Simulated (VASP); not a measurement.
Set up this calculation in VASP 6.6.1, as the native input.

```yaml
Task: single point
Functional: PBE
Potentials_or_basis: VASP PAW PBE potentials, release 64 (Pd)
Cutoff: 520 eV
k_mesh: 11 × 11 × 6
Occupations: gaussian, width 0.025 eV
Spin: no spin polarisation
Dipole_correction: no
Further_INCAR_settings: ALGO = Normal; EDIFF = 1e-06; NBANDS = 17
```

The structure of Pd lies in POSCAR:

```
Pd
1.0
    2.7836650458      0.0000000000      0.0000000000
   -1.3918325229      2.4107246453      0.0000000000
    0.0000000000      0.0000000000      4.6288930000
Pd
2
Direct
    0.3333333333      0.6666666667      0.2500000000
    0.6666666667      0.3333333333      0.7500000000
```

One way to write it, as run:

INCAR

```
SYSTEM = Pd
PREC = Accurate ; ENCUT = 520
EDIFF = 1E-6 ; ISMEAR = 0
SIGMA = 0.025 ; LREAL = .False.
LASPH = .True. ; NELM = 100
ALGO = Normal ; ISIF = 2
LWAVE = .False. ; LCHARG = .False.
GGA = PE ; NBANDS = 17
```

KPOINTS

```
Automatic mesh
0
Gamma
  11 11 6
  0 0 0
```

Potentials or basis: VASP PAW PBE potentials, release 64 (Pd).

The run is started by

```bash
$ cat potpaw_PBE.64/Pd/POTCAR > POTCAR
$ mpirun -np 1 vasp_std > vasp.out
```

It gave:

The pressure is -1.8 GPa and the band gap on the k mesh is zero (band 10 reaches 9.07 eV, above the bottom of band 11 at 8.28 eV).

Run time: 18 s on 1 thread of AMD EPYC 9R45 (Zen 5), on a shared host, peak memory 0.13 GiB.
